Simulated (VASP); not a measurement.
Be2Co: single point with PBE

Be2Co:

```
Be Co
1.0
     2.80278    0.00000    0.00000
    -1.40139    2.42728    0.00000
     0.00000    0.00000    3.21772
Be Co
2 1
Direct
  0.33333 0.66667 0.50000
  0.66667 0.33333 0.50000
  0.00000 0.00000 0.00000
```

The cell was generated, and may not be a known phase.

```yaml
Program: VASP 6.6.1
Task: single point
Functional: PBE
Potentials_or_basis: VASP PAW PBE potentials, release 64 (Be, Co)
Cutoff: 520 eV
k_mesh: 6 × 6 × 6
Occupations: gaussian, width 0.1 eV
Spin: collinear spin, ferromagnetic start
Starting_moments: "[0.0, 0.0, 3.0] μB"
Dipole_correction: no
Further_INCAR_settings: ALGO = Normal; EDIFF = 1e-06; NBANDS = 18
```

| Property | Result |
| --- | --- |
| Pressure | 48.9 GPa |
| Net moment | 0.39 μB per cell |
| Site moments | Be -0.01; Co +0.41 μB |
| Valence electrons inside the program's atomic spheres | Be 1.68; Co 8.48 |

Stress tensor (GPa, compression positive):
```
 83.57   0.00   0.00
  0.00  83.57   0.00
  0.00   0.00 -20.31
```

Levels at points of the mesh, in eV from the Fermi level:
Spin up:
| k point | band 5 | band 6 | band 7 | band 8 | band 9 | band 10 |
| --- | --- | --- | --- | --- | --- | --- |
| (0.00, 0.00, 0.00) | -1.53 | -1.26 | -1.26 | 5.38 | 5.38 | 8.33 |
| (0.50, 0.00, 0.00) | -1.54 | -0.63 | 0.18 | 0.19 | 5.94 | 6.97 |
| (0.00, 0.00, 0.50) | -1.75 | -1.75 | -1.64 | 4.62 | 4.62 | 12.44 |
| (0.50, 0.00, 0.50) | -2.68 | -1.21 | -0.61 | 2.86 | 2.95 | 3.58 |
Spin down:
| k point | band 4 | band 5 | band 6 | band 7 | band 8 | band 9 |
| --- | --- | --- | --- | --- | --- | --- |
| (0.00, 0.00, 0.00) | -1.94 | -1.52 | -0.96 | -0.96 | 5.42 | 5.42 |
| (0.50, 0.00, 0.00) | -2.81 | -1.25 | -0.15 | 0.17 | 0.66 | 5.95 |
| (0.00, 0.00, 0.50) | -1.48 | -1.47 | -1.47 | -1.16 | 4.58 | 4.58 |
| (0.50, 0.00, 0.50) | -2.99 | -2.66 | -0.70 | -0.12 | 3.05 | 3.20 |

It took 39 s on 1 thread of Intel Xeon 8259CL, with other jobs on the host, peak memory 0.16 GiB.

Caveat: the k points lie up to 0.43 Å⁻¹ apart.
